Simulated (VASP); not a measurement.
Input of a VASP 6.6.1 run:

Contents of INCAR:

```
  PREC = Accurate
  ENCUT = 520
  EDIFF = 1E-6
  ISMEAR = -1
  SIGMA = 0.02
  LREAL = F
  LASPH = T
  NELM = 100
  ALGO = Normal
  ISIF = 2
  LWAVE = F
  LCHARG = F
  GGA = PE
  NBANDS = 15
```

File KPOINTS:

```
Automatic mesh
0
Gamma
  6 6 6
```

The input POSCAR:

```
KCl
1.0
    0.0000000000      3.1888501448      3.1888501448
    3.1888501448      0.0000000000      3.1888501448
    3.1888501448      3.1888501448      0.0000000000
K Cl
1 1
Direct
    0.0000000000      0.0000000000      0.0000000000
    0.5000000000      0.5000000000      0.5000000000
```

Potentials or basis: VASP PAW PBE potentials, release 64 (K_sv, Cl).

The run is started by

```console
$ cat potpaw_PBE.64/K_sv/POTCAR potpaw_PBE.64/Cl/POTCAR > POTCAR
$ mpirun -np 1 vasp_std > vasp.out
```

Predict the pressure.

0.0 GPa.

Predict the band gap on the k mesh.

5.05 eV.
